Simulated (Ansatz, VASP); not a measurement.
CuO in VASP and in Ansatz

The input INCAR:

```
SYSTEM = CuO
PREC     = Accurate       ! precision mode
ENCUT    = 520            ! plane-wave cutoff, eV
EDIFF    = 1E-6           ! SCF threshold, eV
ISMEAR   = 0              ! smearing method
SIGMA    = 0.05           ! smearing width, eV
LREAL    = .FALSE.        ! projectors in reciprocal space
LASPH    = .TRUE.         ! aspherical terms in the spheres
NELM     = 150            ! most SCF steps
ALGO     = Normal         ! electronic algorithm
ISIF     = 2              ! what is computed and relaxed
LWAVE    = .FALSE.        ! write WAVECAR
LCHARG   = .FALSE.        ! write CHGCAR
LNONCOLLINEAR= .TRUE.         ! non-collinear magnetism
MAGMOM   = 0 -0.46 0 0 -0.46 0 0 -0.52 0 0 -0.52 0 ! initial moments
LORBIT   = 11             ! projections on sites
LSORBIT  = .TRUE.         ! spin-orbit coupling
GGA_COMPAT= .FALSE.      
LORBMOM  = .TRUE.       
LMAXMIX  = 4              ! l up to which the mixer works
LDAU     = .TRUE.         ! DFT+U
LDAUTYPE = 1            
LDAUL    = 2 -1           ! shell
LDAUU    = 7 0            ! U, eV
LDAUJ    = 0.7 0        
LDAUPRINT= 1            
NBANDS   = 48             ! bands
```

Contents of KPOINTS:

```
regular mesh
0
G
  7 7 4
  0 0 0
```

Contents of POSCAR:

```
CuO
1.0
    3.2880244300      0.0000000000      0.0000000000
   -1.6440122100      2.8475126800      0.0000000000
    0.0000000000      0.0000000000      5.3850248600
Cu O
2 2
Direct
    0.6666666667      0.3333333333      0.0000000000
    0.3333333333      0.6666666667      0.5000000000
    0.6666666667      0.3333333333      0.6252000000
    0.3333333333      0.6666666667      0.1252000000
```

Input for Ansatz:

```yaml
crystal:
  lattice:
    - [3.28802443, 0.0, 0.0]
    - [-1.64401221, 2.84751268, 0.0]
    - [0.0, 0.0, 5.38502486]
  atoms:
    - { symbol: Cu, position: [0.6666666667, 0.3333333333, 0.0], spin: 1.0, spin_axis: [0.0, 0.0, 1.0] }
    - { symbol: Cu, position: [0.3333333333, 0.6666666667, 0.5], spin: 1.0, spin_axis: [0.0, 0.0, -1.0] }
    - { symbol: O, position: [0.6666666667, 0.3333333333, 0.6252] }
    - { symbol: O, position: [0.3333333333, 0.6666666667, 0.1252] }
basis:
  ecutwfc: 420
  ecutrho_ratio: 4
kpoints:
  mp_grid: { grid: [7, 7, 4] }
hamiltonian:
  xc: lda
  hubbard:
    sites:
      - { site: 0, l: d, u: 7.0, j: 0.7, starting_ns: [{ occupation_matrix: s0 }] }
      - { site: 1, l: d, u: 7.0, j: 0.7, starting_ns: [{ occupation_matrix: s1 }] }
    occupation_matrices:
      s0:
        spinor_matrix:
          - [[0.97, 0.0], [0.0, 0.0], [0.0, 0.0], [0.0, 0.0], [0.0, 0.0], [0.0, 0.0], [0.0, 0.0], [0.0, 0.0], [0.0, 0.0], [0.0, 0.0]]
          - [[0.0, 0.0], [0.97, 0.0], [0.0, 0.0], [0.0, 0.0], [0.0, 0.0], [0.0, 0.0], [0.0, 0.0], [0.0, 0.0], [0.0, 0.0], [0.0, 0.0]]
          - [[0.0, 0.0], [0.0, 0.0], [0.97, 0.0], [0.0, 0.0], [0.0, 0.0], [0.0, 0.0], [0.0, 0.0], [0.0, 0.0], [0.0, 0.0], [0.0, 0.0]]
          - [[0.0, 0.0], [0.0, 0.0], [0.0, 0.0], [0.97, 0.0], [0.0, 0.0], [0.0, 0.0], [0.0, 0.0], [0.0, 0.0], [0.0, 0.0], [0.0, 0.0]]
          - [[0.0, 0.0], [0.0, 0.0], [0.0, 0.0], [0.0, 0.0], [0.97, 0.0], [0.0, 0.0], [0.0, 0.0], [0.0, 0.0], [0.0, 0.0], [0.0, 0.0]]
          - [[0.0, 0.0], [0.0, 0.0], [0.0, 0.0], [0.0, 0.0], [0.0, 0.0], [0.97, 0.0], [0.0, 0.0], [0.0, 0.0], [0.0, 0.0], [0.0, 0.0]]
          - [[0.0, 0.0], [0.0, 0.0], [0.0, 0.0], [0.0, 0.0], [0.0, 0.0], [0.0, 0.0], [0.02, 0.0], [0.0, 0.0], [0.0, 0.0], [0.0, 0.0]]
          - [[0.0, 0.0], [0.0, 0.0], [0.0, 0.0], [0.0, 0.0], [0.0, 0.0], [0.0, 0.0], [0.0, 0.0], [0.97, 0.0], [0.0, 0.0], [0.0, 0.0]]
          - [[0.0, 0.0], [0.0, 0.0], [0.0, 0.0], [0.0, 0.0], [0.0, 0.0], [0.0, 0.0], [0.0, 0.0], [0.0, 0.0], [0.97, 0.0], [0.0, 0.0]]
          - [[0.0, 0.0], [0.0, 0.0], [0.0, 0.0], [0.0, 0.0], [0.0, 0.0], [0.0, 0.0], [0.0, 0.0], [0.0, 0.0], [0.0, 0.0], [0.97, 0.0]]
      s1:
        spinor_matrix:
          - [[0.97, 0.0], [0.0, 0.0], [0.0, 0.0], [0.0, 0.0], [0.0, 0.0], [0.0, 0.0], [0.0, 0.0], [0.0, 0.0], [0.0, 0.0], [0.0, 0.0]]
          - [[0.0, 0.0], [0.02, 0.0], [0.0, 0.0], [0.0, 0.0], [0.0, 0.0], [0.0, 0.0], [0.0, 0.0], [0.0, 0.0], [0.0, 0.0], [0.0, 0.0]]
          - [[0.0, 0.0], [0.0, 0.0], [0.97, 0.0], [0.0, 0.0], [0.0, 0.0], [0.0, 0.0], [0.0, 0.0], [0.0, 0.0], [0.0, 0.0], [0.0, 0.0]]
          - [[0.0, 0.0], [0.0, 0.0], [0.0, 0.0], [0.97, 0.0], [0.0, 0.0], [0.0, 0.0], [0.0, 0.0], [0.0, 0.0], [0.0, 0.0], [0.0, 0.0]]
          - [[0.0, 0.0], [0.0, 0.0], [0.0, 0.0], [0.0, 0.0], [0.97, 0.0], [0.0, 0.0], [0.0, 0.0], [0.0, 0.0], [0.0, 0.0], [0.0, 0.0]]
          - [[0.0, 0.0], [0.0, 0.0], [0.0, 0.0], [0.0, 0.0], [0.0, 0.0], [0.97, 0.0], [0.0, 0.0], [0.0, 0.0], [0.0, 0.0], [0.0, 0.0]]
          - [[0.0, 0.0], [0.0, 0.0], [0.0, 0.0], [0.0, 0.0], [0.0, 0.0], [0.0, 0.0], [0.97, 0.0], [0.0, 0.0], [0.0, 0.0], [0.0, 0.0]]
          - [[0.0, 0.0], [0.0, 0.0], [0.0, 0.0], [0.0, 0.0], [0.0, 0.0], [0.0, 0.0], [0.0, 0.0], [0.97, 0.0], [0.0, 0.0], [0.0, 0.0]]
          - [[0.0, 0.0], [0.0, 0.0], [0.0, 0.0], [0.0, 0.0], [0.0, 0.0], [0.0, 0.0], [0.0, 0.0], [0.0, 0.0], [0.97, 0.0], [0.0, 0.0]]
          - [[0.0, 0.0], [0.0, 0.0], [0.0, 0.0], [0.0, 0.0], [0.0, 0.0], [0.0, 0.0], [0.0, 0.0], [0.0, 0.0], [0.0, 0.0], [0.97, 0.0]]
    ns_hold: { iters: 12 }
scf:
  occupations: { method: gaussian, width: 0.05 }
  lower_state_search: "off"
  max_iter: 150
output:
  forces: true
  stress: true
  eigenvalues: true
  populations: true
  hubbard: { sites: [{ site: 0, l: d }, { site: 1, l: d }] }
magnetization:
  noncollinear: true
  spin_orbit: true
```

Alike in both runs: task single point; functional LDA; k mesh 7 × 7 × 4; occupations gaussian, width 0.05 eV; non-collinear spin, spin-orbit coupling; Hubbard terms Cu d U = 7.0 eV, J = 0.7 eV.

|  | VASP | Ansatz |
| --- | --- | --- |
| version | VASP 6.6.1 | Ansatz 0.2.0 |
| potentials or method | VASP PAW LDA potentials, release 64 (Cu, O), cutoff 520 eV | plane waves, PAW |
| valence electrons in the cell | 34 | 50 |

|  | VASP | Ansatz | Ansatz less VASP |
| --- | --- | --- | --- |
| pressure (GPa) | -16.7 | -15.7 | +1.04 |
| traceless stress, the component that is largest in VASP (GPa) | -0.51 | -0.39 | +0.118 |
| rms of the force components (eV/Å) | 0.013 | 0.032 | +0.0188 |
| net moment per atom (μB) | 0.49 | 0.41 | -0.074 |

LDA's correlation is that of Perdew and Zunger in VASP and of Perdew and Wang (1992) in Ansatz. The programs project onto different local orbitals, so the same U acts differently, and such runs can settle in different states. Atom by atom the forces differ by 0.027 eV/Å (rms over components). VASP's potentials hold 34 valence electrons a cell and Ansatz's 50, so a difference there can come from the potentials and not from the codes. Ansatz's warnings: filled band counts differ across k points, seeded moment not kept, specified occupation not kept, stress scf threshold loose, symmetry narrowed by occupation matrices.
